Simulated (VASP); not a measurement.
Write the native input for VASP 6.6.1 that does the following.

```
Task                   : single point
Functional             : PBE
Potentials or basis    : VASP PAW PBE potentials, release 64 (Ga_d, P)
Cutoff                 : 520 eV
k mesh                 : 10 × 10 × 10
Occupations            : gaussian, width 0.05 eV
Spin                   : no spin polarisation
Dipole correction      : no
Further INCAR settings : ALGO = Normal; EDIFF = 1e-06; NBANDS = 16
```

The structure of GaP lies in POSCAR:

```
GaP
1.0
    0.0000000000      2.8751187781      2.7992588629
    2.7992588629      0.0000000000      2.7992588629
    2.7992588629      2.8751187781      0.0000000000
Ga P
1 1
Direct
    0.0000000000      0.0000000000      0.0000000000
    0.7500000000      0.7500000000      0.7500000000
```

This cell differs from its parent crystal: volume 22.529 Å^3 an atom, c/a of the conventional cell 1.0271.

These files were run (other wordings do the same):

INCAR

```
PREC = Accurate ; ENCUT = 520
EDIFF = 1E-6 ; ISMEAR = 0
SIGMA = 0.05 ; LREAL = F
LASPH = T ; NELM = 100
ALGO = Normal ; ISIF = 2
LWAVE = F ; LCHARG = F
GGA = PE ; NBANDS = 16
```

KPOINTS

```
regular mesh
0
Gamma
  10 10 10
```

Potentials or basis: VASP PAW PBE potentials, release 64 (Ga_d, P).

The run is started by

```console
$ cat potpaw_PBE.64/Ga_d/POTCAR potpaw_PBE.64/P/POTCAR > POTCAR
$ mpirun -np 1 vasp_std > vasp.out
```

It gave:

* Pressure: -5.0 GPa
* Band gap on the k mesh: 0.91 eV, direct

Run time: 57 s on 1 thread of Intel Xeon 6975P-C, on a shared host, peak memory 0.22 GiB.
